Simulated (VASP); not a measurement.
# Zn2CdTe3 (P6/mmm) in VASP: further runs

Zn2CdTe3 is run at these levels: PBE; tasks: single point, relaxation of cell and atoms.

Everything below comes from runs of VASP 6.6.1. Logs are shortened: lines on timing, memory, paths and dates and some standing lists are left out, and cuts for length are marked.

**1. The cell of the first run**

Symmetry: P6/mmm, No. 191, hexagonal system. The conventional cell has a = 6.148 Å, b = 6.148 Å, c = 5.113 Å, α = 90.00°, β = 90.00°, γ = 120.00°. Within 4.1 Å of Zn (site symmetry -6m2) lie 6 Te at 3.11 Å and 3 Zn at 3.55 Å and 3 Cd at 3.55 Å. Cd (site symmetry 6/mmm) has 6 Zn at 3.55 Å and 12 Te at 4.00 Å within 4.7 Å. Within 4.0 Å of Te (site symmetry mmm) lie 4 Te at 3.07 Å and 4 Zn at 3.11 Å and 4 Cd at 4.00 Å.

The cell was generated, and may not be a known phase.

**2. Single point, PBE**

INCAR reads:

```
SYSTEM = Zn2CdTe3
PREC = Accurate
ENCUT = 520
EDIFF = 1E-7
ISMEAR = 0
SIGMA = 0.1
LREAL = .FALSE.
LASPH = .TRUE.
NELM = 100
ALGO = Normal
ISIF = 2
LWAVE = .FALSE.
LCHARG = .FALSE.
GGA = PE
NBANDS = 36
```

KPOINTS reads:

```
Automatic mesh
0
G
  3 3 4
  0 0 0
```

POSCAR reads:

```
Zn2CdTe3
1.0
    6.1481080700      0.0000000000      0.0000000000
   -3.0740540400      5.3244177800      0.0000000000
    0.0000000000      0.0000000000      5.1133990300
Zn Cd Te
2 1 3
Direct
    0.3333333300      0.6666666700      0.0000000000
    0.6666666700      0.3333333300      0.0000000000
    0.0000000000      0.0000000000      0.0000000000
    0.5000000000      0.0000000000      0.5000000000
    0.0000000000      0.5000000000      0.5000000000
    0.5000000000      0.5000000000      0.5000000000
```

Potentials or basis: VASP PAW PBE potentials, release 64 (Zn, Cd, Te).

Launch:

```sh
cat potpaw_PBE.64/Zn/POTCAR potpaw_PBE.64/Cd/POTCAR potpaw_PBE.64/Te/POTCAR > POTCAR
mpirun -np 1 vasp_std > vasp.out
```

OUTCAR:

```text
SYSTEM = Zn2CdTe3
   PREC = Accurate
   ENCUT = 520
   EDIFF = 1E-7
   ISMEAR = 0
   LREAL = .FALSE.
   LASPH = .TRUE.
   NELM = 100
   ISIF = 2
   GGA = PE

 ion  position               nearest neighbor table
   1  0.333  0.667  0.000-   5 3.11   5 3.11   4 3.11   4 3.11   6 3.11   6 3.11
   2  0.667  0.333  0.000-   5 3.11   5 3.11   4 3.11   4 3.11   6 3.11   6 3.11
   3  0.000  0.000  0.000-
   4  0.500  0.000  0.500-   5 3.07   5 3.07   6 3.07   6 3.07   1 3.11   2 3.11   1 3.11   2 3.11

   5  0.000  0.500  0.500-   6 3.07   6 3.07   4 3.07   4 3.07   1 3.11   2 3.11   1 3.11   2 3.11

   6  0.500  0.500  0.500-   5 3.07   5 3.07   4 3.07   4 3.07   1 3.11   2 3.11   1 3.11   2 3.11

  LATTYP: Found a hexagonal cell.
 ALAT       =     6.1481080700
 C/A-ratio  =     0.8317028542

  Lattice vectors:

 A1 = (   6.1481080700,   0.0000000000,   0.0000000000)
 A2 = (  -3.0740540400,   5.3244177800,   0.0000000000)
 A3 = (   0.0000000000,   0.0000000000,   5.1133990300)

Analysis of symmetry for initial positions (statically):
=====================================================================
 Subroutine PRICEL returns:
 Original cell was already a primitive cell.

 Routine SETGRP: Setting up the symmetry group for a
 hexagonal supercell.

 Subroutine GETGRP returns: Found 24 space group operations
 (whereof 24 operations were pure point group operations)
 out of a pool of 24 trial point group operations.

The static configuration has the point symmetry D_6h.

Analysis of symmetry for dynamics (positions and initial velocities):
=====================================================================
 Subroutine PRICEL returns:
 Original cell was already a primitive cell.

 Routine SETGRP: Setting up the symmetry group for a
 hexagonal supercell.

 Subroutine GETGRP returns: Found 24 space group operations
 (whereof 24 operations were pure point group operations)
 out of a pool of 24 trial point group operations.

The dynamic configuration has the point symmetry D_6h.

 Subroutine INISYM returns: Found 24 space group operations
 (whereof 24 operations are pure point group operations),
 and found     1 'primitive' translations

----------------------------------------------------------------------------------------

                                     Primitive cell

  volume of cell :     167.3876

  direct lattice vectors                    reciprocal lattice vectors
     6.148108070  0.000000000  0.000000000     0.162651663  0.093906981  0.000000000
    -3.074054040  5.324417780  0.000000000     0.000000000  0.187813962  0.000000000
     0.000000000  0.000000000  5.113399030     0.000000000  0.000000000  0.195564632

  length of vectors
     6.148108070  6.148108078  5.113399030     0.187813963  0.187813962  0.195564632

  position of ions in fractional coordinates (direct lattice)
     0.333333330  0.666666670  0.000000000
     0.666666670  0.333333330  0.000000000
     0.000000000  0.000000000  0.000000000
     0.500000000  0.000000000  0.500000000
     1.000000000  0.500000000  0.500000000
     0.500000000  0.500000000  0.500000000

  ion indices of the primitive-cell ions
   primitive index   ion index
                 1           1
                 2           2
                 3           3
                 4           4
                 5           5
                 6           6

----------------------------------------------------------------------------------------

 KPOINTS: Automatic mesh

Automatic generation of k-mesh.
 Grid dimensions read from file:
 generate k-points for:    3    3    4

 Generating k-lattice:

  Cartesian coordinates                     Fractional coordinates (reciprocal lattice)
     0.054217221  0.031302327  0.000000000     0.333333333 -0.000000000  0.000000000
     0.000000000  0.062604654  0.000000000     0.000000000  0.333333333  0.000000000
     0.000000000  0.000000000  0.048891158     0.000000000  0.000000000  0.250000000

  Length of vectors
     0.062604654  0.062604654  0.048891158

  Shift w.r.t. Gamma in fractional coordinates (k-lattice)
     0.000000000  0.000000000  0.000000000

 Subroutine IBZKPT returns following result:
 ===========================================

 Found      9 irreducible k-points:

 Following reciprocal coordinates:
            Coordinates               Weight
  0.000000  0.000000  0.000000      1.000000
  0.333333  0.000000  0.000000      6.000000
  0.333333  0.333333  0.000000      2.000000
  0.000000  0.000000  0.250000      2.000000
  0.333333  0.000000  0.250000     12.000000
  0.333333  0.333333  0.250000      4.000000
  0.000000  0.000000  0.500000      1.000000
  0.333333  0.000000  0.500000      6.000000
  0.333333  0.333333  0.500000      2.000000
   k-points           NKPTS =      9   k-points in BZ     NKDIM =      9   number of bands    NBANDS=     36
   number of dos      NEDOS =    301   number of ions     NIONS =      6
   total plane-waves  NPLWV =  92160
   dimension x,y,z NGX =    48 NGY =   48 NGZ =   40
   dimension x,y,z NGXF=    96 NGYF=   96 NGZF=   80
   ions per type =               2   1   3
   NGX,Y,Z   is equivalent  to a cutoff of  12.98, 12.98, 13.00 a.u.
   NGXF,Y,Z  is equivalent  to a cutoff of  25.96, 25.96, 26.01 a.u.
 SYSTEM =  Zn2CdTe3
   PREC   = accura    normal or accurate (medium, high low for compatibility)
   ISTART =      0    job   : 0-new  1-cont  2-samecut
   ICHARG =      2    charge: 1-file 2-atom 10-const
   ISPIN  =      1    spin polarized calculation?
   LNONCOLLINEAR =      F non collinear calculations
   LSORBIT =      F    spin-orbit coupling
   LASPH  =      T    aspherical Exc in radial PAW
   ENCUT  =  520.0 eV  38.22 Ry    6.18 a.u.  11.43 11.43  9.51*2*pi/ulx,y,z
   NELM   =    100;   NELMIN=  2; NELMDL= -5     # of ELM steps
   EDIFF  = 0.1E-06   stopping-criterion for ELM
   LREAL  =      F    real-space projection
   EDIFFG = 0.1E-05   stopping-criterion for IOM
   NSW    =      0    number of steps for IOM
   IBRION =     -1    ionic relax: 0-MD 1-quasi-New 2-CG
   NFREE  =      0    steps in history (QN), initial steepest desc. (CG)
   ISIF   =      2    stress and relaxation
   ISYM   =      2    0-nonsym 1-usesym 2-fastsym
   POTIM  = 0.5000    time-step for ionic-motion
   TEBEG  =    0.0;   TEEND  =   0.0 temperature during run
   PSTRESS=    0.0 pullay stress
   NELECT =      54.0000    total number of electrons
   NUPDOWN=      -1.0000    fix difference up-down
   EMIN   =  10.00;   EMAX   =-10.00  energy-range for DOS
   EFERMI =   0.00;   METHOD = LEGACY
   ISMEAR =     0;   SIGMA  =   0.10  broadening in eV -4-tet -1-fermi 0-gaus
   EFERMI_NEDOS =   21; number of points for ismear=-14 and -15
   IALGO  =     38    algorithm
   IMIX   =      4    mixing-type and parameters
     AMIX     =   0.40;   BMIX     =  1.00
     AMIX_MAG =   1.60;   BMIX_MAG =  1.00
  volume/ion in A,a.u.               =      27.90       188.26
  Fermi-wavevector in a.u.,A,eV,Ry     =   1.122789  2.121764 17.152268  1.260656
  Thomas-Fermi vector in A             =   2.259452
   LORBIT       =      0    0 simple, 1 ext, 2 COOP (PROOUT), +10 PAW based schemes
   GGA     = PE    functional components
   LHFCALC =     F    Hartree Fock is set to
   AEXX    =    0.0000 exact exchange contribution
   IVDW    =     0    specifies the selected vdW correction
   LEPSILON=     F    determine dielectric tensor
   LRPA    =     F    only Hartree local field effects (RPA)
 non-spin polarized calculation
 Gauss-broadening in eV      SIGMA  =   0.10
  energy-cutoff  :      520.00
  volume of cell :      167.39
 maximum number of plane-waves:      4592
 NGX is ok and might be reduce to    48
   NGX = 23   NGY = 23   NGZ = 19

 number of electron      54.0000003 magnetization

 Free energy of the ion-electron system (eV)
  ---------------------------------------------------
  ext. energy  EPLUGINS =         0.00000000
  ---------------------------------------------------
  free energy    TOTEN  =        -9.69814855 eV

  energy without entropy =       -9.64795130  energy(sigma->0) =       -9.67304992

 E-fermi :   4.2229     XC(G=0):  -9.4857

 val. band max:        4.1787438383   @ k =   0.3333   0.0000   0.2500
 cond. band min:       4.2580390529   @ k =   0.3333   0.0000   0.0000
 fundamental gap:      0.0792952145
 Fermi energy:         4.2228950803

 k-point     1 :       0.0000    0.0000    0.0000
  band No.  band energies     occupation
      1      -9.3018      2.00000
      2      -5.9620      2.00000
      3      -5.9620      2.00000
      4      -3.5230      2.00000
      5      -3.4969      2.00000
      6      -3.4969      2.00000
[... 28 lines left out ...]
     35       7.3449      0.00000
     36       8.9107      0.00000

 k-point     2 :       0.3333    0.0000    0.0000
  band No.  band energies     occupation
      1      -8.8736      2.00000
      2      -7.2445      2.00000
      3      -6.0624      2.00000
      4      -3.5248      2.00000
      5      -3.5198      2.00000
      6      -3.5110      2.00000
[... 28 lines left out ...]
     35       9.1205      0.00000
     36       9.2142      0.00000

 k-point     3 :       0.3333    0.3333    0.0000
  band No.  band energies     occupation
      1      -8.1761      2.00000
      2      -8.1761      2.00000
      3      -6.2037      2.00000
      4      -3.5315      2.00000
      5      -3.5315      2.00000
      6      -3.5070      2.00000
[... 28 lines left out ...]
     35       9.2015      0.00000
     36       9.2015      0.00000
[... 157 lines left out ...]
 k-point     8 :       0.3333    0.0000    0.5000
  band No.  band energies     occupation
      1      -8.7233      2.00000
      2      -7.1254      2.00000
      3      -6.0446      2.00000
      4      -3.5467      2.00000
      5      -3.5223      2.00000
      6      -3.4977      2.00000
[... 28 lines left out ...]
     35       9.0397      0.00000
     36       9.2971      0.00000

 k-point     9 :       0.3333    0.3333    0.5000
  band No.  band energies     occupation
      1      -8.0387      2.00000
      2      -8.0387      2.00000
      3      -6.1674      2.00000
      4      -3.5418      2.00000
      5      -3.5418      2.00000
      6      -3.4886      2.00000
[... 28 lines left out ...]
     35       9.3682      0.00000
     36       9.9009      0.00000

------------------------ aborting loop because EDIFF is reached ----------------------------------------

  FORCE on cell =-STRESS in cart. coord.  units (eV):
  Direction    XX          YY          ZZ          XY          YZ          ZX
  --------------------------------------------------------------------------------------
  -------------------------------------------------------------------------------------
  Total        5.8620900      5.8620900     -0.7738366     -0.0000000     -0.0000000      0.0000000
  in kB       56.1099345     56.1099347     -7.4069015     -0.0000001     -0.0000000      0.0000000
  external PRESSURE =      34.9376559 kB  Pullay stress =       0.0000000 kB

 VOLUME and BASIS-vectors are now :
 -----------------------------------------------------------------------------
  energy-cutoff  :      520.00
  volume of cell :      167.39
      direct lattice vectors                 reciprocal lattice vectors
     6.148108070  0.000000000  0.000000000     0.162651663  0.093906981  0.000000000
    -3.074054040  5.324417780  0.000000000     0.000000000  0.187813962  0.000000000
     0.000000000  0.000000000  5.113399030     0.000000000  0.000000000  0.195564632

 POSITION                                       TOTAL-FORCE (eV/Angst)
 -----------------------------------------------------------------------------------
     -0.00000      3.54961      0.00000         0.000000      0.000000      0.000000
      3.07405      1.77481      0.00000        -0.000000     -0.000000      0.000000
      0.00000      0.00000      0.00000        -0.000000      0.000000      0.000000
      3.07405      0.00000      2.55670        -0.000000      0.000000      0.000000
     -1.53703      2.66221      2.55670         0.000000      0.000000      0.000000
      1.53703      2.66221      2.55670         0.000000      0.000000      0.000000
 -----------------------------------------------------------------------------------
    total drift:                               -0.000000      0.000000     -0.000000

  FREE ENERGIE OF THE ION-ELECTRON SYSTEM (eV)
  ---------------------------------------------------
  free  energy   TOTEN  =        -9.6981485458 eV

  energy  without entropy=       -9.6479513020  energy(sigma->0) =       -9.67304992
```

It took 33 s on 1 thread of AMD EPYC 9R45 (Zen 5), shared host; peak memory 0.28 GiB.

Results:

```
Free energy            : -9.6981 eV
Pressure               : 3.5 GPa
Band gap on the k mesh : zero (bands 27 and 28 overlap by 1.28 eV)
```

Caveat: the k points lie up to 0.39 Å⁻¹ apart, too coarse for converged energies and pressures of a metal; spin-orbit coupling is left out, which moves the levels of the heavy elements.

[end of part 1 of 2]

The gap in the log of VASP goes by the Fermi energy; the results here count the filled bands.